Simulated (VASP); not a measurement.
Write the native input for VASP 6.6.1 that does the following.

* Task: single point
* Functional: PBE
* Potentials or basis: VASP PAW PBE potentials, release 64 (Rh_pv)
* Cutoff: 520 eV
* k mesh: 11 × 11 × 11
* Occupations: fermi-dirac, width 0.1 eV
* Spin: no spin polarisation
* Dipole correction: no
* Further INCAR settings: ALGO = Normal; EDIFF = 1e-06; NBANDS = 22

The structure of Rh lies in POSCAR:

```
Rh
1.0
    0.0000000000      2.7948827612      2.7948827612
    2.7948827612      0.0000000000      2.7948827612
    2.7948827612      2.7948827612      0.0000000000
Rh
2
Direct
    0.1250000000      0.1250000000      0.1250000000
    0.8750000000      0.8750000000      0.8750000000
```

This cell differs from its parent crystal: volume scaled by 1.04.

These files were run (other wordings do the same):

INCAR

```
ALGO = Normal
EDIFF = 1E-6
ENCUT = 520
GGA = PE
ISIF = 2
ISMEAR = -1
LASPH = True
LCHARG = False
LREAL = False
LWAVE = False
NBANDS = 22
NELM = 60
PREC = Accurate
SIGMA = 0.1
```

KPOINTS

```
k-points
0
Gamma
  11 11 11
```

Potentials or basis: VASP PAW PBE potentials, release 64 (Rh_pv).

Command:

```console
$ cat potpaw_PBE.64/Rh_pv/POTCAR > POTCAR
$ mpirun -np 1 vasp_std > vasp.out
```

It gave:

| Quantity | Value |
| --- | --- |
| Pressure | -4.5 GPa |
| Band gap on the k mesh | zero (band 15 reaches 6.38 eV, above the bottom of band 16 at 5.34 eV) |

Wall time 30 s on 1 thread of Intel(R) Xeon(R) Platinum 8488C (Sapphire Rapids), with other jobs on the host, peak memory 0.18 GiB.
